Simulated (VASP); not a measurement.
# InP (F-43m) in VASP: a series of runs

InP is run at these levels: r2SCAN; tasks: dielectric tensor.

All numbers are computed with VASP 6.6.1; they aren't measurements. Logs are shortened: lines on timing, memory, paths and dates and some standing lists are left out, and cuts for length are marked.

## Step 1: The cell of the first run

It takes space group F-43m (No. 216, cubic). Conventional cell: a = 5.671 Å, b = 5.671 Å, c = 5.671 Å, α = 90.00°, β = 90.00°, γ = 90.00°. In (site symmetry -43m) has 4 P at 2.46 Å within 3.2 Å. P (site symmetry -43m) has 4 In at 2.46 Å within 3.2 Å.

## Step 2: Dielectric tensor, r2SCAN (strain -4.0%)

Input file INCAR:

```
ALGO = Normal
EDIFF = 1E-8
ENCUT = 520
ISIF = 2
ISMEAR = 0
LASPH = T
LCALCEPS = T
LCHARG = F
LMIXTAU = T
LREAL = F
LWAVE = F
METAGGA = R2SCAN
NELM = 100
PREC = Accurate
SIGMA = 0.01
```

Input file KPOINTS:

```
k-points
0
Gamma
  6 6 6
```

Input file POSCAR:

```
InP
1.0
    0.0000000000      2.8356361294      2.8356361294
    2.8356361294      0.0000000000      2.8356361294
    2.8356361294      2.8356361294      0.0000000000
In P
1 1
Direct
    0.0000000000      0.0000000000      0.0000000000
    0.2500000000      0.2500000000      0.2500000000
```

Potentials or basis: VASP PAW PBE potentials, release 64 (In_d, P).

On the command line:

```bash
> cat potpaw_PBE.64/In_d/POTCAR potpaw_PBE.64/P/POTCAR > POTCAR
> mpirun -np 1 vasp_std > vasp.out
```

OUTCAR:

```text
EDIFF = 1E-8
   ENCUT = 520
   ISIF = 2
   ISMEAR = 0
   LASPH = T
   LREAL = F
   METAGGA = R2SCAN
   NELM = 100
   PREC = Accurate

 ion  position               nearest neighbor table
   1  0.000  0.000  0.000-   2 2.46   2 2.46   2 2.46   2 2.46
   2  0.250  0.250  0.250-   1 2.46   1 2.46   1 2.46   1 2.46

  LATTYP: Found a face centered cubic cell.
 ALAT       =     5.6712722588

  Lattice vectors:

 A1 = (   0.0000000000,   2.8356361294,   2.8356361294)
 A2 = (   2.8356361294,   0.0000000000,   2.8356361294)
 A3 = (   2.8356361294,   2.8356361294,   0.0000000000)

Analysis of symmetry for initial positions (statically):
=====================================================================
 Subroutine PRICEL returns:
 Original cell was already a primitive cell.

 Routine SETGRP: Setting up the symmetry group for a
 face centered cubic supercell.

 Subroutine GETGRP returns: Found 24 space group operations
 (whereof 24 operations were pure point group operations)
 out of a pool of 48 trial point group operations.

The static configuration has the point symmetry T_d .

Analysis of symmetry for dynamics (positions and initial velocities):
=====================================================================
 Subroutine PRICEL returns:
 Original cell was already a primitive cell.

 Routine SETGRP: Setting up the symmetry group for a
 face centered cubic supercell.

 Subroutine GETGRP returns: Found 24 space group operations
 (whereof 24 operations were pure point group operations)
 out of a pool of 48 trial point group operations.

The dynamic configuration has the point symmetry T_d .

 Subroutine INISYM returns: Found 24 space group operations
 (whereof 24 operations are pure point group operations),
 and found     1 'primitive' translations

----------------------------------------------------------------------------------------

                                     Primitive cell

  volume of cell :      45.6017

  direct lattice vectors                    reciprocal lattice vectors
     0.000000000  2.835636129  2.835636129    -0.176327278  0.176327278  0.176327278
     2.835636129  0.000000000  2.835636129     0.176327278 -0.176327278  0.176327278
     2.835636129  2.835636129  0.000000000     0.176327278  0.176327278 -0.176327278

  length of vectors
     4.010195072  4.010195072  4.010195072     0.305407804  0.305407804  0.305407804

[... 129 lines left out ...]
  band No.  band energies     occupation
      1      -8.7296      2.00000
      2      -8.7288      2.00000
      3      -8.7281      2.00000
      4      -8.4880      2.00000
      5      -8.4880      2.00000
      6      -6.5796      2.00000
      7       6.1732      2.00000
      8       6.1734      2.00000
      9       6.1735      2.00000
     10   10000.0000      0.00000
     11   10000.0000      0.00000
     12   10000.0000      0.00000
     13   10000.0000      0.00000
[... 354 lines left out ...]
  band No.  band energies     occupation
      1      -8.8945      2.00000
      2      -8.6636      2.00000
      3      -8.6558      2.00000
      4      -8.5131      2.00000
      5      -8.4638      2.00000
      6      -5.2614      2.00000
      7       1.9259      2.00000
      8       4.4349      2.00000
      9       4.5922      2.00000
     10   10000.0000      0.00000
     11   10000.0000      0.00000
     12   10000.0000      0.00000
     13   10000.0000      0.00000

 [... further k-points ...]

------------------------ aborting loop because EDIFF is reached ----------------------------------------

            Ionic dipole moment: p[ion]=(     7.08909     7.08909     7.08909 ) |e| Angst

 Total electronic dipole moment: p[elc]=(     0.00300     0.00300     0.02183 ) |e| Angst

 MACROSCOPIC STATIC DIELECTRIC TENSOR (including local field effects)
 ------------------------------------------------------
           8.483574     0.000000     0.000000
           0.000000     8.483574     0.000000
          -0.000000     0.000000     8.483574
 ------------------------------------------------------

 PIEZOELECTRIC TENSOR (including local field effects) (e Angst)
          XX          YY          ZZ          XY          YZ          ZX
  --------------------------------------------------------------------------------
  x     0.00000    -0.00000    -0.00000     0.00000    -2.12493     0.00000
  y    -0.00000    -0.00000    -0.00000     0.00000     0.00000    -2.12493
  z    -0.00000    -0.00000     0.00000    -2.12493    -0.00000    -0.00000

 PIEZOELECTRIC TENSOR (including local field effects) (C/m^2)
          XX          YY          ZZ          XY          YZ          ZX
  --------------------------------------------------------------------------------
  x     0.00000    -0.00000    -0.00000     0.00000    -0.74657     0.00000
  y    -0.00000    -0.00000    -0.00000     0.00000     0.00000    -0.74657
  z    -0.00000    -0.00000     0.00000    -0.74657    -0.00000    -0.00000

 BORN EFFECTIVE CHARGES (including local field effects) (in |e|, cummulative output)
 ---------------------------------------------------------------------------------
 ion    1
    1     2.40184    -0.00000    -0.00000
    2    -0.00000     2.40184    -0.00000
    3    -0.00000     0.00000     2.40184
 ion    2
    1    -2.40184    -0.00000     0.00000
    2     0.00000    -2.40184    -0.00000
    3     0.00000     0.00000    -2.40184

  FORCE on cell =-STRESS in cart. coord.  units (eV):
  Direction    XX          YY          ZZ          XY          YZ          ZX
  --------------------------------------------------------------------------------------
  -------------------------------------------------------------------------------------
  Total        3.0844020      3.0844020      3.0844020     -0.0000000      0.0000000     -0.0000000
  in kB      108.3677520    108.3677520    108.3677520     -0.0000000      0.0000000     -0.0000000
  external PRESSURE =     108.3677520 kB  Pullay stress =       0.0000000 kB

 VOLUME and BASIS-vectors are now :
 -----------------------------------------------------------------------------
  energy-cutoff  :      520.00
  volume of cell :       45.60
      direct lattice vectors                 reciprocal lattice vectors
     0.000000000  2.835636129  2.835636129    -0.176327278  0.176327278  0.176327278
     2.835636129  0.000000000  2.835636129     0.176327278 -0.176327278  0.176327278
     2.835636129  2.835636129  0.000000000     0.176327278  0.176327278 -0.176327278

 POSITION                                       TOTAL-FORCE (eV/Angst)
 -----------------------------------------------------------------------------------
      0.00000      0.00000      0.00000        -0.000000     -0.000000     -0.000000
      1.41782      1.41782      1.41782         0.000000      0.000000      0.000000
 -----------------------------------------------------------------------------------
    total drift:                               -0.000003     -0.000003     -0.000003

  FREE ENERGIE OF THE ION-ELECTRON SYSTEM (eV)
  ---------------------------------------------------
  free  energy   TOTEN  =       -32.1093015408 eV

  energy  without entropy=      -32.1093015408  energy(sigma->0) =      -32.10930154
```

OSZICAR:

```text
N       E                     dE             d eps       ncg     rms          rms(c)
DAV:   1     0.896633885377E+02    0.89663E+02   -0.90116E+03   416   0.167E+03
DAV:   2    -0.275769877575E+02   -0.11724E+03   -0.11365E+03   436   0.349E+02
[... 13 lines left out ...]
DMP:  13    -0.321093014379E+02   -0.63842E-07   -0.49390E-07   884   0.608E-07   0.121E-06
DMP:  14    -0.321093014790E+02   -0.41182E-07   -0.31448E-07   884   0.364E-07   0.813E-07
DMP:  15    -0.321093015054E+02   -0.26408E-07   -0.19815E-07   884   0.219E-07   0.531E-07
DMP:  16    -0.321093015225E+02   -0.17027E-07   -0.12785E-07   884   0.138E-07   0.350E-07
DMP:  17    -0.321093015336E+02   -0.11159E-07   -0.82499E-08   884   0.857E-08   0.232E-07
DMP:  18    -0.321093015408E+02   -0.72207E-08   -0.54801E-08   884   0.569E-08   0.154E-07
   1 F= -.32109302E+02 E0= -.32109302E+02  d E =-.186037E-14
```

stdout:

```text
POSCAR found type information on POSCAR InP
 POSCAR found :  2 types and       2 ions
 scaLAPACK will be used
 -----------------------------------------------------------------------------
|                                                                             |
[... 117 lines left out ...]
 p_tot=(  0.709E+01  0.709E+01  0.711E+01 )
dp_tot=(  0.234E-04  0.236E-04  0.188E-01 )  diag[e(oo)]=(    ---      ---    8.45296 )
 p_tot=(  0.709E+01  0.709E+01  0.711E+01 )
dp_tot=(  0.234E-04  0.236E-04  0.188E-01 )  diag[e(oo)]=(    ---      ---    8.47496 )
 p_tot=(  0.709E+01  0.709E+01  0.711E+01 )
dp_tot=(  0.233E-04  0.236E-04  0.189E-01 )  diag[e(oo)]=(    ---      ---    8.48064 )
 p_tot=(  0.709E+01  0.709E+01  0.711E+01 )
dp_tot=(  0.232E-04  0.234E-04  0.188E-01 )  diag[e(
```

Run time: 19 min. Hardware: 1 thread of Intel Xeon 6975P-C (Granite Rapids), shared host; peak memory 0.31 GiB.

What came out:

| Quantity | Value |
| --- | --- |
| Band gap on the k mesh | 1.74 eV |
| Electronic dielectric tensor (diagonal) | 8.48 |
| Born charges (mean of the diagonal) | In +2.40; P -2.40 e |

Electronic dielectric tensor:
```
8.48 0.00 0.00
0.00 8.48 0.00
0.00 0.00 8.48
```

Born effective charge tensors (e):
atom 1, In
```
2.40 0.00 0.00
0.00 2.40 0.00
0.00 0.00 2.40
```
atom 2, P
```
-2.40  0.00  0.00
 0.00 -2.40  0.00
 0.00  0.00 -2.40
```

Dipole moments of the cell (e·Å, modulo the quantum): ionic 7.089, 7.089, 7.089; electronic 0.003, 0.003, 0.022

Caveat: the cell differs from its parent crystal (strain -4.0%); the PAW data sets were made with another functional, which shifts forces and pressure a little; spin-orbit coupling is left out, which moves the levels of the heavy elements. A k mesh can miss the band edges.

## Step 3: Dielectric tensor, r2SCAN (strain -3.0%)

Input file INCAR:

```
PREC     = Accurate       # precision mode
ENCUT    = 520            # plane-wave cutoff, eV
EDIFF    = 1E-8           # SCF threshold, eV
ISMEAR   = 0              # smearing method
SIGMA    = 0.01           # smearing width, eV
LREAL    = F              # projectors in reciprocal space
LASPH    = T              # aspherical terms in the spheres
NELM     = 60             # most SCF steps
ALGO     = Normal         # electronic algorithm
ISIF     = 2              # what is computed and relaxed
LWAVE    = F              # write WAVECAR
LCHARG   = F              # write CHGCAR
METAGGA  = R2SCAN         # meta-GGA
LMIXTAU  = T            
LCALCEPS = T
```

Input file KPOINTS:

```
regular mesh
0
Gamma
  6 6 6
```

Input file POSCAR:

```
InP
1.0
    0.0000000000      2.8651740058      2.8651740058
    2.8651740058      0.0000000000      2.8651740058
    2.8651740058      2.8651740058      0.0000000000
In P
1 1
Direct
    0.0000000000      0.0000000000      0.0000000000
    0.2500000000      0.2500000000      0.2500000000
```

Potentials or basis: VASP PAW PBE potentials, release 64 (In_d, P).

On the command line:

```bash
> cat potpaw_PBE.64/In_d/POTCAR potpaw_PBE.64/P/POTCAR > POTCAR
> mpirun -np 1 vasp_std > vasp.out
```

OUTCAR:

```text
PREC = Accurate
   ENCUT = 520
   EDIFF = 1E-8
   ISMEAR = 0
   LREAL = F
   LASPH = T
   NELM = 60
   ISIF = 2
   METAGGA = R2SCAN

 ion  position               nearest neighbor table
   1  0.000  0.000  0.000-   2 2.48   2 2.48   2 2.48   2 2.48
   2  0.250  0.250  0.250-   1 2.48   1 2.48   1 2.48   1 2.48

  LATTYP: Found a face centered cubic cell.
 ALAT       =     5.7303480116

  Lattice vectors:

 A1 = (   0.0000000000,   2.8651740058,   2.8651740058)
[... 594 lines left out ...]
    3     0.00000    -0.00000     2.44419
 ion    2
    1    -2.44419     0.00000    -0.00000
    2    -0.00000    -2.44419     0.00000
    3    -0.00000     0.00000    -2.44419

  FORCE on cell =-STRESS in cart. coord.  units (eV):
  Direction    XX          YY          ZZ          XY          YZ          ZX
  --------------------------------------------------------------------------------------
  -------------------------------------------------------------------------------------
  Total        2.2039412      2.2039412      2.2039412      0.0000000      0.0000000      0.0000000
  in kB       75.0632877     75.0632877     75.0632877      0.0000000      0.0000000      0.0000000
  external PRESSURE =      75.0632877 kB  Pullay stress =       0.0000000 kB

 VOLUME and BASIS-vectors are now :
 -----------------------------------------------------------------------------
  energy-cutoff  :      520.00
  volume of cell :       47.04
      direct lattice vectors                 reciprocal lattice vectors
     0.000000000  2.865174006  2.865174006    -0.174509471  0.174509471  0.174509471
     2.865174006  0.000000000  2.865174006     0.174509471 -0.174509471  0.174509471
     2.865174006  2.865174006  0.000000000     0.174509471  0.174509471 -0.174509471

 POSITION                                       TOTAL-FORCE (eV/Angst)
 -----------------------------------------------------------------------------------
      0.00000      0.00000      0.00000         0.000000      0.000000      0.000000
      1.43259      1.43259      1.43259        -0.000000     -0.000000     -0.000000
 -----------------------------------------------------------------------------------
    total drift:                               -0.000002     -0.000002     -0.000002

  FREE ENERGIE OF THE ION-ELECTRON SYSTEM (eV)
  ---------------------------------------------------
  free  energy   TOTEN  =       -32.1919390424 eV

  energy  without entropy=      -32.1919390424  energy(sigma->0) =      -32.19193904
```

OSZICAR:

```text
N       E                     dE             d eps       ncg     rms          rms(c)
DAV:   1     0.893901923522E+02    0.89390E+02   -0.88417E+03   416   0.160E+03
DAV:   2    -0.282250613032E+02   -0.11762E+03   -0.11352E+03   441   0.336E+02
[... 13 lines left out ...]
DMP:  14    -0.321919389342E+02   -0.59021E-07   -0.45790E-07   884   0.509E-07   0.122E-06
DMP:  15    -0.321919389742E+02   -0.39984E-07   -0.30620E-07   884   0.329E-07   0.840E-07
DMP:  16    -0.321919390013E+02   -0.27151E-07   -0.20929E-07   884   0.220E-07   0.583E-07
DMP:  17    -0.321919390202E+02   -0.18871E-07   -0.14409E-07   884   0.148E-07   0.408E-07
DMP:  18    -0.321919390331E+02   -0.12885E-07   -0.10160E-07   884   0.104E-07   0.288E-07
DMP:  19    -0.321919390424E+02   -0.93626E-08   -0.73258E-08   884   0.748E-08   0.209E-07
   1 F= -.32191939E+02 E0= -.32191939E+02  d E =-.260823E-14
```

Wall time 21 min (1 thread of Intel Xeon 6975P-C (Granite Rapids), shared host); peak memory 0.33 GiB.

What came out:

```yaml
Band_gap_on_the_k_mesh: 1.56 eV
Electronic_dielectric_tensor_diagonal: 8.61
Born_charges_mean_of_the_diagonal: In +2.44; P -2.44 e
```

Levels at points of the mesh, in eV from the valence-band top:
```csv
k point,band 7,band 8,band 9,band 10,band 11,band 12
"(0.00, 0.00, 0.00)",0.00,0.00,0.00,1.56,4.43,4.43
"(0.50, 0.00, 0.00)",-6.28,-1.12,-1.12,2.04,5.15,5.15
"(0.50, 0.50, 0.00)",-6.20,-2.66,-2.66,1.88,2.53,10.37
```

Electronic dielectric tensor:
```
8.61 0.00 0.00
0.00 8.61 0.00
0.00 0.00 8.61
```

Born effective charge tensors (e):
atom 1, In
```
2.44 0.00 0.00
0.00 2.44 0.00
0.00 0.00 2.44
```
atom 2, P
```
-2.44  0.00  0.00
 0.00 -2.44  0.00
 0.00  0.00 -2.44
```

Dipole moments of the cell (e·Å, modulo the quantum): ionic 7.163, 7.163, 7.163; electronic 0.005, 0.005, 0.025

Caveat: the cell differs from its parent crystal (strain -3.0%); the PAW data sets were made with another functional, which shifts forces and pressure a little; spin-orbit coupling is left out, which moves the levels of the heavy elements. A k mesh can miss the band edges.

[end of part 1 of 2]
